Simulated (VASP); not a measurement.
Cu, 2 atoms in the cell. Symmetry: P6_3/mmc, No. 194, hexagonal system. The conventional cell has a = 2.521 Å, b = 2.521 Å, c = 4.199 Å, α = 90.00°, β = 90.00°, γ = 120.00°. Within 3.3 Å of Cu (site symmetry -6m2) lie 12 Cu at 2.52 to 2.55 Å. This isn't the form of Cu at room conditions, which is fcc. This cell differs from its parent crystal: strain along c alone, the other axes held: +2.0 %.

```yaml
Program: VASP 6.6.1
Task: single point
Functional: PBEsol
Potentials_or_basis: VASP PAW PBE potentials, release 64 (Cu)
Cutoff: 520 eV
k_mesh: 24 × 24 × 12
Occupations: gaussian, width 0.1 eV
Spin: no spin polarisation
Dipole_correction: no
Further_INCAR_settings: ALGO = Fast; EDIFF = 1e-06; NBANDS = 18
```

Potentials or basis: VASP PAW PBE potentials, release 64 (Cu).

Launch:

```bash
$ cat potpaw_PBE.64/Cu/POTCAR > POTCAR
$ mpirun -np 1 vasp_std > vasp.out
```

Hardware: 1 thread of Intel Xeon 8259CL (shared host).

Estimate the wall time of this run.

Wall time 4.6 min on 1 thread of Intel Xeon 8259CL, with other jobs on the host, peak memory 0.25 GiB. Counts: scf iterations 14, k points 427.
